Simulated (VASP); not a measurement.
**SnS2: relaxation of the atoms with PBE**

The system is SnS2.

```xyz
3
Lattice="3.5314 0.0000 0.0000 -1.7657 3.0583 0.0000 0.0000 0.0000 5.3485" Properties=species:S:1:pos:R:3 pbc="T T T"
Sn    0.0000    0.0000    0.0000
S     1.7657    1.0194    3.8975
S     0.0000    2.0389    1.4511
```

```json
{
 "Program": "VASP 6.6.1",
 "Task": "relaxation of the atoms",
 "Functional": "PBE",
 "Potentials or basis": "VASP PAW PBE potentials, release 64 (Sn_d, S)",
 "Cutoff": "450 eV",
 "k mesh": "14 × 14 × 8",
 "Occupations": "fermi-dirac, width 0.02 eV",
 "Spin": "no spin polarisation",
 "Dipole correction": "no",
 "Further INCAR settings": "ALGO = Normal; EDIFF = 1e-07; IBRION = 2; EDIFFG = -0.02; NSW = 80"
}
```

- Energy gained by relaxing: 8.5 meV/atom
- Ionic steps: 3
- Pressure after relaxing: 12.7 GPa
- Band gap on the k mesh: 0.90 eV (least direct gap 1.98 eV)

Forces on the atoms (eV/Å):
```
Sn   0.000  0.000  0.000
S    0.000  0.000  0.003
S    0.000  0.000 -0.003
```

Stress tensor (GPa, compression positive):
```
13.58  0.00  0.00
 0.00 13.58  0.00
 0.00  0.00 10.94
```

Step by step:
| step | energy change (eV) | largest force (eV/Å) | pressure (GPa) |
| --- | --- | --- | --- |
| 1 | 0.0000 | 0.6103 | 15.09 |
| 2 | -0.0232 | 0.1821 | 13.41 |
| 3 | -0.0255 | 0.0028 | 12.70 |

Final structure:
```xyz
3
Lattice="3.5314 0.0000 0.0000 -1.7657 3.0583 0.0000 0.0000 0.0000 5.3485" Properties=species:S:1:pos:R:3 pbc="T T T"
Sn    0.0000    0.0000    0.0000
S     1.7657    1.0194    3.8549
S     0.0000    2.0389    1.4936
```

Levels at points of the mesh, in eV from the valence-band top:
```tsv
k point	band 10	band 11	band 12	band 13	band 14	band 15	band 16	band 17
(0.00, 0.00, 0.00)	-1.03	-1.00	-1.00	-0.06	1.92	3.32	5.37	5.37
(0.50, 0.00, 0.00)	-4.17	-3.33	-2.40	-0.59	1.78	4.00	4.77	5.18
(0.00, 0.00, 0.50)	-1.33	-1.33	-0.54	-0.54	3.55	3.59	4.70	4.70
(0.50, 0.00, 0.50)	-2.81	-2.24	-1.61	-1.53	1.32	3.92	4.82	5.98
```

Wall time 6.9 min on 1 thread of Oxide Virtual Turin-like Processor (shared host), peak memory 0.22 GiB.

Caveat: spin-orbit coupling is left out, which moves the levels of the heavy elements. A k mesh can miss the band edges.
